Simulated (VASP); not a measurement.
# Pb (Im-3m) in VASP: further runs

Pb is run at these levels: LDA; tasks: single point.

All numbers are computed with VASP 6.6.1; they aren't measurements. Logs are shortened: lines on timing, memory, paths and dates and some standing lists are left out, and cuts for length are marked.

## Step 1: The cell of the first run

It takes space group Im-3m (No. 229, cubic). Conventional cell: a = 2.846 Å, b = 2.846 Å, c = 2.846 Å, α = 90.00°, β = 90.00°, γ = 90.00°. Pb (site symmetry m-3m) has 14 Pb at 2.46 to 2.85 Å within 3.3 Å.

## Step 2: Single point, LDA (volume scaled by 0.4)

INCAR reads:

```
  ALGO = Normal
  EDIFF = 1E-6
  ENCUT = 520
  GGA = CA
  ISIF = 2
  ISMEAR = -1
  LASPH = True
  LCHARG = False
  LREAL = False
  LWAVE = False
  NBANDS = 13
  NELM = 80
  PREC = Accurate
  SIGMA = 0.05
```

KPOINTS reads:

```
k-points
0
Gamma
  14 14 14
```

POSCAR reads:

```
Pb
1.0
   -1.4230663433      1.4230663433      1.4230663433
    1.4230663433     -1.4230663433      1.4230663433
    1.4230663433      1.4230663433     -1.4230663433
Pb
1
Direct
    0.0000000000      0.0000000000      0.0000000000
```

Potentials or basis: VASP PAW LDA potentials, release 64 (Pb_d).

Run with:

```console
> cat potpaw_LDA.64/Pb_d/POTCAR > POTCAR
> mpirun -np 1 vasp_std > vasp.out
```

OUTCAR:

```text
EDIFF = 1E-6
   ENCUT = 520
   GGA = CA
   ISIF = 2
   ISMEAR = -1
   LASPH = True
   LREAL = False
   NELM = 80
   PREC = Accurate

 ion  position               nearest neighbor table
   1  0.000  0.000  0.000-

  LATTYP: Found a body centered cubic cell.
 ALAT       =     2.8461326866

  Lattice vectors:

 A1 = (  -1.4230663433,   1.4230663433,   1.4230663433)
 A2 = (   1.4230663433,  -1.4230663433,   1.4230663433)
 A3 = (   1.4230663433,   1.4230663433,  -1.4230663433)

Analysis of symmetry for initial positions (statically):
=====================================================================
 Subroutine PRICEL returns:
 Original cell was already a primitive cell.

 Routine SETGRP: Setting up the symmetry group for a
 body centered cubic supercell.

 Subroutine GETGRP returns: Found 48 space group operations
 (whereof 48 operations were pure point group operations)
 out of a pool of 48 trial point group operations.

The static configuration has the point symmetry O_h .

Analysis of symmetry for dynamics (positions and initial velocities):
=====================================================================
 Subroutine PRICEL returns:
 Original cell was already a primitive cell.

 Routine SETGRP: Setting up the symmetry group for a
 body centered cubic supercell.

 Subroutine GETGRP returns: Found 48 space group operations
 (whereof 48 operations were pure point group operations)
 out of a pool of 48 trial point group operations.

The dynamic configuration has the point symmetry O_h .

 Subroutine INISYM returns: Found 48 space group operations
 (whereof 48 operations are pure point group operations),
 and found     1 'primitive' translations

----------------------------------------------------------------------------------------

                                     Primitive cell

  volume of cell :      11.5275

  direct lattice vectors                    reciprocal lattice vectors
    -1.423066343  1.423066343  1.423066343     0.000000000  0.351353963  0.351353963
     1.423066343 -1.423066343  1.423066343     0.351353963  0.000000000  0.351353963
     1.423066343  1.423066343 -1.423066343     0.351353963  0.351353963  0.000000000

  length of vectors
     2.464823209  2.464823209  2.464823209     0.496889540  0.496889540  0.496889540

  position of ions in fractional coordinates (direct lattice)
     0.000000000  0.000000000  0.000000000

[... 81 lines left out ...]
   ISIF   =      2    stress and relaxation
   ISYM   =      2    0-nonsym 1-usesym 2-fastsym
   POTIM  = 0.5000    time-step for ionic-motion
   TEBEG  =    0.0;   TEEND  =   0.0 temperature during run
   PSTRESS=    0.0 pullay stress
   NELECT =      14.0000    total number of electrons
   NUPDOWN=      -1.0000    fix difference up-down
   EMIN   =  10.00;   EMAX   =-10.00  energy-range for DOS
   EFERMI =   0.00;   METHOD = LEGACY
   ISMEAR =    -1;   SIGMA  =   0.05  broadening in eV -4-tet -1-fermi 0-gaus
   EFERMI_NEDOS =   21; number of points for ismear=-14 and -15
   IALGO  =     38    algorithm
   IMIX   =      4    mixing-type and parameters
     AMIX     =   0.40;   BMIX     =  1.00
     AMIX_MAG =   1.60;   BMIX_MAG =  1.00
  volume/ion in A,a.u.               =      11.53        77.79
  Fermi-wavevector in a.u.,A,eV,Ry     =   1.746649  3.300688 41.508430  3.050784
  Thomas-Fermi vector in A             =   2.818102
   LORBIT       =      0    0 simple, 1 ext, 2 COOP (PROOUT), +10 PAW based schemes
   GGA     = CA    functional components
   LHFCALC =     F    Hartree Fock is set to
   AEXX    =    0.0000 exact exchange contribution
   IVDW    =     0    specifies the selected vdW correction
   LEPSILON=     F    determine dielectric tensor
   LRPA    =     F    only Hartree local field effects (RPA)
 non-spin polarized calculation
  energy-cutoff  :      520.00
  volume of cell :       11.53
 maximum number of plane-waves:       322
   NGX =  9   NGY =  9   NGZ =  9

 number of electron      13.9999995 magnetization

 Free energy of the ion-electron system (eV)
  ---------------------------------------------------
  ext. energy  EPLUGINS =         0.00000000
  ---------------------------------------------------
  free energy    TOTEN  =         6.16263413 eV

  energy without entropy =        6.16660687  energy(sigma->0) =        6.16462050

 E-fermi :  26.5529     XC(G=0): -15.9805

 val. band max:       26.5113468101   @ k =  -0.2857   0.3571   0.0714
 cond. band min:      26.5691113485   @ k =  -0.3571   0.3571   0.3571
 fundamental gap:      0.0577645384
 Fermi energy:        26.5528775892

 k-point     1 :       0.0000    0.0000    0.0000
  band No.  band energies     occupation
      1       1.9454      2.00000
      2       4.1101      2.00000
      3       4.1101      2.00000
      4       4.1101      2.00000
      5       6.4702      2.00000
      6       6.4702      2.00000
      7      34.6721      0.00000
      8      34.6721      0.00000
      9      34.6721      0.00000
     10      46.5014      0.00000
     11      46.5019      0.00000
     12      46.5463      0.00000
     13      46.5463      0.00000
[... 354 lines left out ...]
  band No.  band energies     occupation
      1       2.9053      2.00000
      2       4.2517      2.00000
      3       4.9776      2.00000
      4       6.5325      2.00000
      5       6.8718      2.00000
      6      18.6778      2.00000
      7      19.5627      2.00000
      8      22.7301      2.00000
      9      32.9023      0.00000
     10      40.1031      0.00000
     11      40.8066      0.00000
     12      48.9756      0.00000
     13      52.6857      0.00000

 [... further k-points ...]

------------------------ aborting loop because EDIFF is reached ----------------------------------------

  FORCE on cell =-STRESS in cart. coord.  units (eV):
  Direction    XX          YY          ZZ          XY          YZ          ZX
  --------------------------------------------------------------------------------------
  -------------------------------------------------------------------------------------
  Total       34.0871454     34.0871454     34.0871454      0.0000000      0.0000000     -0.0000000
  in kB     4737.6806344   4737.6806344   4737.6806344      0.0000000      0.0000000     -0.0000000
  external PRESSURE =    4737.6806344 kB  Pullay stress =       0.0000000 kB

 VOLUME and BASIS-vectors are now :
 -----------------------------------------------------------------------------
  energy-cutoff  :      520.00
  volume of cell :       11.53
      direct lattice vectors                 reciprocal lattice vectors
    -1.423066343  1.423066343  1.423066343     0.000000000  0.351353963  0.351353963
     1.423066343 -1.423066343  1.423066343     0.351353963  0.000000000  0.351353963
     1.423066343  1.423066343 -1.423066343     0.351353963  0.351353963  0.000000000

 POSITION                                       TOTAL-FORCE (eV/Angst)
 -----------------------------------------------------------------------------------
      0.00000      0.00000      0.00000        -0.000000     -0.000000     -0.000000
 -----------------------------------------------------------------------------------
    total drift:                                0.000000     -0.000000      0.000000

  FREE ENERGIE OF THE ION-ELECTRON SYSTEM (eV)
  ---------------------------------------------------
  free  energy   TOTEN  =         6.1626341282 eV

  energy  without entropy=        6.1666068707  energy(sigma->0) =        6.16462050
```

OSZICAR:

```text
N       E                     dE             d eps       ncg     rms          rms(c)
DAV:   1     0.106384629088E+03    0.10638E+03   -0.71477E+03  2974   0.170E+03
DAV:   2     0.936637812199E+01   -0.97018E+02   -0.92779E+02  2994   0.353E+02
DAV:   3     0.575735525922E+01   -0.36090E+01   -0.35897E+01  3214   0.699E+01
DAV:   4     0.570727999634E+01   -0.50075E-01   -0.50057E-01  3258   0.750E+00
DAV:   5     0.570604012908E+01   -0.12399E-02   -0.12398E-02  3551   0.116E+00    0.351E+00
DAV:   6     0.600212897983E+01    0.29609E+00   -0.56035E-02  4046   0.592E+00    0.189E+00
DAV:   7     0.615868833494E+01    0.15656E+00   -0.61522E-02  3963   0.513E+00    0.146E-01
DAV:   8     0.616263679461E+01    0.39485E-02   -0.30492E-03  3557   0.964E-01    0.362E-02
DAV:   9     0.616262538358E+01   -0.11411E-04   -0.59844E-05  3289   0.949E-02    0.155E-02
DAV:  10     0.616263411827E+01    0.87347E-05   -0.47288E-06  3628   0.351E-02    0.124E-03
DAV:  11     0.616263412820E+01    0.99269E-08   -0.10211E-07  1962   0.432E-03
   1 F= 0.61626341E+01 E0= 0.61646205E+01  d E =-.397274E-02
```

Run time: 14 s. Hardware: 1 thread of AMD EPYC 7R43 (Zen 3), shared host; peak memory 0.09 GiB.

What came out:

| Item | Value |
| --- | --- |
| Free energy | 6.1626 eV |
| Pressure | 473.8 GPa |
| Band gap on the k mesh | zero (band 7 reaches 34.67 eV, above the bottom of band 8 at 21.04 eV) |

Caveat: spin-orbit coupling is left out, which moves the levels of the heavy elements.

## Step 3: Single point, LDA (volume scaled by 0.4)

INCAR reads:

```
SYSTEM = Pb
PREC = Accurate
ENCUT = 520
EDIFF = 1E-6
ISMEAR = -1
SIGMA = 0.05
LREAL = .False.
LASPH = .True.
NELM = 80
ALGO = Normal
ISIF = 2
LWAVE = .False.
LCHARG = .False.
GGA = CA
NBANDS = 13
```

KPOINTS reads:

```
Automatic mesh
0
Gamma
  14 14 14
  0 0 0
```

POSCAR is that of step 2.

Potentials or basis: VASP PAW LDA potentials, release 64 (Pb_d).

Run with:

```console
> cat potpaw_LDA.64/Pb_d/POTCAR > POTCAR
> mpirun -np 1 vasp_std > vasp.out
```

Wall time 14 s (1 thread of AMD EPYC 7R43 (Zen 3), shared host); peak memory 0.08 GiB.

Results (log left out):

```
Free energy            : 6.1626 eV
Pressure               : 473.8 GPa
Band gap on the k mesh : zero (band 7 reaches 34.67 eV, above the bottom of band 8 at 21.04 eV)
```

Levels at points of the mesh, in eV from the Fermi level:
| k point | band 5 | band 6 | band 7 | band 8 | band 9 | band 10 |
| --- | --- | --- | --- | --- | --- | --- |
| (0.00, 0.00, 0.00) | -20.08 | -20.08 | 8.12 | 8.12 | 8.12 | 19.95 |
| (0.50, 0.00, 0.00) | -18.30 | -12.45 | -8.33 | 3.55 | 5.96 | 15.80 |
| (0.50, 0.50, 0.50) | -18.75 | -3.66 | -3.66 | -3.66 | 1.74 | 7.54 |

Caveat: spin-orbit coupling is left out, which moves the levels of the heavy elements.

## Step 4: Single point, LDA (volume scaled by 0.5)

INCAR reads:

```
  PREC = Accurate
  ENCUT = 520
  EDIFF = 1E-6
  ISMEAR = -1
  SIGMA = 0.05
  LREAL = F
  LASPH = T
  NELM = 80
  ALGO = Normal
  ISIF = 2
  LWAVE = F
  LCHARG = T
  LELF = T
  LVHAR = T
  NBANDS = 13
```

KPOINTS reads:

```
regular mesh
0
Gamma
  14 14 14
```

POSCAR reads:

```
Pb
1.0
   -1.5329517481      1.5329517481      1.5329517481
    1.5329517481     -1.5329517481      1.5329517481
    1.5329517481      1.5329517481     -1.5329517481
Pb
1
Direct
    0.0000000000      0.0000000000      0.0000000000
```

Potentials or basis: VASP PAW LDA potentials, release 64 (Pb_d).

Run with:

```console
> cat potpaw_LDA.64/Pb_d/POTCAR > POTCAR
> mpirun -np 1 vasp_std > vasp.out
```

OUTCAR:

```text
PREC = Accurate
   ENCUT = 520
   EDIFF = 1E-6
   ISMEAR = -1
   LREAL = F
   LASPH = T
   NELM = 80
   ISIF = 2

 ion  position               nearest neighbor table
   1  0.000  0.000  0.000-

  LATTYP: Found a body centered cubic cell.
 ALAT       =     3.0659034962

  Lattice vectors:

 A1 = (  -1.5329517481,   1.5329517481,   1.5329517481)
 A2 = (   1.5329517481,  -1.5329517481,   1.5329517481)
 A3 = (   1.5329517481,   1.5329517481,  -1.5329517481)

Analysis of symmetry for initial positions (statically):
=====================================================================
 Subroutine PRICEL returns:
 Original cell was already a primitive cell.

 Routine SETGRP: Setting up the symmetry group for a
 body centered cubic supercell.

 Subroutine GETGRP returns: Found 48 space group operations
 (whereof 48 operations were pure point group operations)
 out of a pool of 48 trial point group operations.

The static configuration has the point symmetry O_h .

Analysis of symmetry for dynamics (positions and initial velocities):
=====================================================================
 Subroutine PRICEL returns:
 Original cell was already a primitive cell.

 Routine SETGRP: Setting up the symmetry group for a
 body centered cubic supercell.

 Subroutine GETGRP returns: Found 48 space group operations
 (whereof 48 operations were pure point group operations)
 out of a pool of 48 trial point group operations.

The dynamic configuration has the point symmetry O_h .

 Subroutine INISYM returns: Found 48 space group operations
 (whereof 48 operations are pure point group operations),
 and found     1 'primitive' translations

----------------------------------------------------------------------------------------

                                     Primitive cell

  volume of cell :      14.4094

  direct lattice vectors                    reciprocal lattice vectors
    -1.532951748  1.532951748  1.532951748     0.000000000  0.326168127  0.326168127
     1.532951748 -1.532951748  1.532951748     0.326168127  0.000000000  0.326168127
[... 111 lines left out ...]
   IVDW    =     0    specifies the selected vdW correction
   LEPSILON=     F    determine dielectric tensor
   LRPA    =     F    only Hartree local field effects (RPA)
 non-spin polarized calculation
  energy-cutoff  :      520.00
  volume of cell :       14.41
 maximum number of plane-waves:       399
   NGX =  9   NGY =  9   NGZ =  9

 number of electron      14.0000006 magnetization

 Free energy of the ion-electron system (eV)
  ---------------------------------------------------
  ext. energy  EPLUGINS =         0.00000000
  ---------------------------------------------------
  free energy    TOTEN  =         0.43594523 eV

  energy without entropy =        0.43794528  energy(sigma->0) =        0.43694526

 E-fermi :  20.1177     XC(G=0): -14.5438

 val. band max:       19.8008184331   @ k =  -0.2857   0.3571   0.0714
 cond. band min:      20.1198022841   @ k =  -0.3571   0.3571   0.2857
 fundamental gap:      0.3189838510
 Fermi energy:        20.1176928153

 k-point     1 :       0.0000    0.0000    0.0000
  band No.  band energies     occupation
      1      -0.2249      2.00000
      2      -0.0074      2.00000
      3      -0.0074      2.00000
      4      -0.0074      2.00000
      5       1.4982      2.00000
      6       1.4982      2.00000
      7      30.0472      0.00000
      8      30.0472      0.00000
      9      30.0472      0.00000
     10      36.6014      0.00000
     11      36.6014      0.00000
     12      36.6014      0.00000
     13      38.8249      0.00000
[... 354 lines left out ...]
  band No.  band energies     occupation
      1      -0.6630      2.00000
      2       0.2611      2.00000
      3       0.7132      2.00000
      4       1.5300      2.00000
      5       1.7479      2.00000
      6      12.4961      2.00000
      7      14.2049      2.00000
      8      16.8052      2.00000
      9      26.1466      0.00000
     10      33.7732      0.00000
     11      34.6186      0.00000
     12      40.6289      0.00000
     13      42.7590      0.00000

 [... further k-points ...]

------------------------ aborting loop because EDIFF is reached ----------------------------------------

  FORCE on cell =-STRESS in cart. coord.  units (eV):
  Direction    XX          YY          ZZ          XY          YZ          ZX
  --------------------------------------------------------------------------------------
  -------------------------------------------------------------------------------------
  Total       18.4302113     18.4302113     18.4302113      0.0000000      0.0000000      0.0000000
  in kB     2049.2523885   2049.2523885   2049.2523885      0.0000000      0.0000000      0.0000000
  external PRESSURE =    2049.2523885 kB  Pullay stress =       0.0000000 kB

 VOLUME and BASIS-vectors are now :
 -----------------------------------------------------------------------------
  energy-cutoff  :      520.00
  volume of cell :       14.41
      direct lattice vectors                 reciprocal lattice vectors
    -1.532951748  1.532951748  1.532951748     0.000000000  0.326168127  0.326168127
     1.532951748 -1.532951748  1.532951748     0.326168127  0.000000000  0.326168127
     1.532951748  1.532951748 -1.532951748     0.326168127  0.326168127  0.000000000

 POSITION                                       TOTAL-FORCE (eV/Angst)
 -----------------------------------------------------------------------------------
      0.00000      0.00000      0.00000        -0.000000     -0.000000     -0.000000
 -----------------------------------------------------------------------------------
    total drift:                               -0.000000     -0.000000      0.000000

  FREE ENERGIE OF THE ION-ELECTRON SYSTEM (eV)
  ---------------------------------------------------
  free  energy   TOTEN  =         0.4359452290 eV

  energy  without entropy=        0.4379452832  energy(sigma->0) =        0.43694526
```

stdout:

```text
POSCAR found type information on POSCAR Pb
 POSCAR found :  1 types and       1 ions
 scaLAPACK will be used
 LDA part: xc-table for (Slater(with rela. corr.)+CA(PZ))
 , standard interpolation
 POSCAR, INCAR and KPOINTS ok, starting setup
 FFT: planning ... GRIDC
 FFT: planning ... GRID_SOFT
 FFT: planning ... GRID
 WAVECAR not read
 entering main loop
```

It took 19 s on 1 thread of AMD EPYC 7R43 (Zen 3), shared host; peak memory 0.1 GiB.

What came out:

- Free energy: 0.4359 eV
- Pressure: 204.9 GPa
- Band gap on the k mesh: zero (band 7 reaches 30.05 eV, above the bottom of band 8 at 15.38 eV)

Caveat: spin-orbit coupling is left out, which moves the levels of the heavy elements.

## Step 5: Single point, LDA (volume scaled by 0.5)

INCAR reads:

```
PREC = Accurate
ENCUT = 520
EDIFF = 1E-6
ISMEAR = -1
SIGMA = 0.05
LREAL = False
LASPH = True
NELM = 100
ALGO = Normal
ISIF = 2
LWAVE = False
LCHARG = False
GGA = CA
NBANDS = 13
```

KPOINTS reads:

```
Automatic mesh
0
Gamma
  14 14 14
```

POSCAR is that of step 4.

Run with:

```console
> cat potpaw_LDA.64/Pb_d/POTCAR > POTCAR
> mpirun -np 1 vasp_std > vasp.out
```

Wall time 18 s (1 thread of AMD EPYC 7R43 (Zen 3), shared host); peak memory 0.09 GiB.

Results (log left out):

| Item | Value |
| --- | --- |
| Free energy | 0.4359 eV |
| Pressure | 204.9 GPa |
| Band gap on the k mesh | zero (band 7 reaches 30.05 eV, above the bottom of band 8 at 15.38 eV) |

Levels at points of the mesh, in eV from the Fermi level:
```
           k point  band 3  band 4  band 5  band 6  band 7  band 8  band 9  band 10  band 11  band 12
(0.00, 0.00, 0.00)  -20.13  -20.13  -18.62  -18.62    9.93    9.93    9.93    16.48    16.48    16.48
(0.50, 0.00, 0.00)  -18.72  -18.56  -17.55   -9.77   -8.48    5.10    5.58    13.60    13.76    16.51
(0.50, 0.50, 0.50)  -17.82  -17.82  -17.82   -2.44   -2.44   -2.44   -0.44     6.32     6.32    17.89
```

Caveat: spin-orbit coupling is left out, which moves the levels of the heavy elements.
